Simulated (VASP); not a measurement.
Set up this calculation in VASP 6.6.1, as the native input.

* Task: single point
* Functional: r2SCAN
* Potentials or basis: VASP PAW PBE potentials, release 64 (Ce, Ga_d, I)
* Cutoff: 520 eV
* k mesh: 3 × 3 × 3
* Occupations: gaussian, width 0.0481 eV
* Spin: no spin polarisation
* Dipole correction: no
* Further INCAR settings: ALGO = Normal; EDIFF = 1e-06; NBANDS = 44

Crystal: Ce3GaI3.

```
Ce Ga I
1.0
     6.39739    0.00000    0.00000
     0.00000    6.39739    0.00000
     0.00000    0.00000    6.39739
Ce Ga I
3 1 3
Direct
  0.50000 0.50000 0.00000
  0.00000 0.50000 0.50000
  0.50000 0.00000 0.50000
  0.50000 0.50000 0.50000
  0.50000 0.00000 0.00000
  0.00000 0.50000 0.00000
  0.00000 0.00000 0.50000
```

These files were run (other wordings do the same):

POSCAR

```
Ce3GaI3
1.0
    6.3973890000      0.0000000000      0.0000000000
    0.0000000000      6.3973890000      0.0000000000
    0.0000000000      0.0000000000      6.3973890000
Ce Ga I
3 1 3
Direct
    0.5000000000      0.5000000000      0.0000000000
    0.0000000000      0.5000000000      0.5000000000
    0.5000000000      0.0000000000      0.5000000000
    0.5000000000      0.5000000000      0.5000000000
    0.5000000000      0.0000000000      0.0000000000
    0.0000000000      0.5000000000      0.0000000000
    0.0000000000      0.0000000000      0.5000000000
```

INCAR.step1

```
  PREC = Accurate
  ENCUT = 520
  ISMEAR = 0
  SIGMA = 0.0481
  LREAL = F
  LASPH = T
  NELM = 100
  NBANDS = 44
  GGA = PE
  ALGO = Normal
  EDIFF = 1E-4
  LWAVE = T
  LCHARG = F
```

INCAR.step2

```
  PREC = Accurate
  ENCUT = 520
  EDIFF = 1E-6
  ISMEAR = 0
  SIGMA = 0.0481
  LREAL = F
  LASPH = T
  NELM = 100
  ALGO = Normal
  ISIF = 2
  LWAVE = F
  LCHARG = F
  METAGGA = R2SCAN
  LMIXTAU = T
  NBANDS = 44
  ISTART = 1
```

KPOINTS

```
regular mesh
0
Gamma
  3 3 3
```

Potentials or basis: VASP PAW PBE potentials, release 64 (Ce, Ga_d, I).

Launch:

```console
$ cat potpaw_PBE.64/Ce/POTCAR potpaw_PBE.64/Ga_d/POTCAR potpaw_PBE.64/I/POTCAR > POTCAR
$ cp INCAR.step1 INCAR
$ mpirun -np 1 vasp_std > vasp.out
$ cp INCAR.step2 INCAR
$ mpirun -np 1 vasp_std > vasp.out
```

It gave:

| Property | Result |
| --- | --- |
| Pressure | -2.4 GPa |
| Band gap on the k mesh | zero (bands 35 and 36 overlap by 0.16 eV) |

Caveat: the PAW data sets were made with another functional, which shifts forces and pressure a little; spin-orbit coupling is left out, which moves the levels of the heavy elements; the run has no spin polarisation, though such a crystal can be magnetic; semilocal functionals describe open f shells poorly, which spoils levels, moments and volumes.

Run time: 25 min on 1 thread of Intel Xeon 8259CL (shared host), peak memory 0.39 GiB.
